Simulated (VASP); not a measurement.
## Rb: single point with LDA

The system is Rb.

```
Rb
1.0
    -2.56312    2.56312    2.97630
     2.56312   -2.56312    2.97630
     2.56312    2.56312   -2.97630
Rb
1
Direct
  0.00000 0.00000 0.00000
```

| Property | Result |
| --- | --- |
| Program | VASP 6.6.1 |
| Task | single point |
| Functional | LDA |
| Potentials or basis | VASP PAW LDA potentials, release 64 (Rb_sv) |
| Cutoff | 520 eV |
| k mesh | 14 × 14 × 14 |
| Occupations | gaussian, width 0.15 eV |
| Spin | no spin polarisation |
| Dipole correction | no |
| Further INCAR settings | ALGO = Fast; EDIFF = 1e-06; NBANDS = 10 |

```
Pressure               : 0.0 GPa
Band gap on the k mesh : zero (an odd number of electrons rules out a gap without spin polarisation)
```

Levels at points of the mesh, in eV from the Fermi level:
```csv
k point,band 2,band 3,band 4,band 5,band 6,band 7
"(0.00, 0.00, 0.00)",-12.80,-12.80,-12.80,-2.19,3.54,3.54
"(0.50, 0.00, 0.00)",-12.97,-12.84,-12.80,0.09,0.87,2.87
"(0.50, 0.50, 0.00)",-12.96,-12.86,-12.82,0.33,1.24,2.07
"(0.50, 0.50, 0.50)",-12.94,-12.89,-12.89,0.92,1.38,2.69
```

Run time: 96 s on 1 thread of Intel(R) Xeon(R) Platinum 8488C (Sapphire Rapids), with other jobs on the host, peak memory 0.3 GiB.
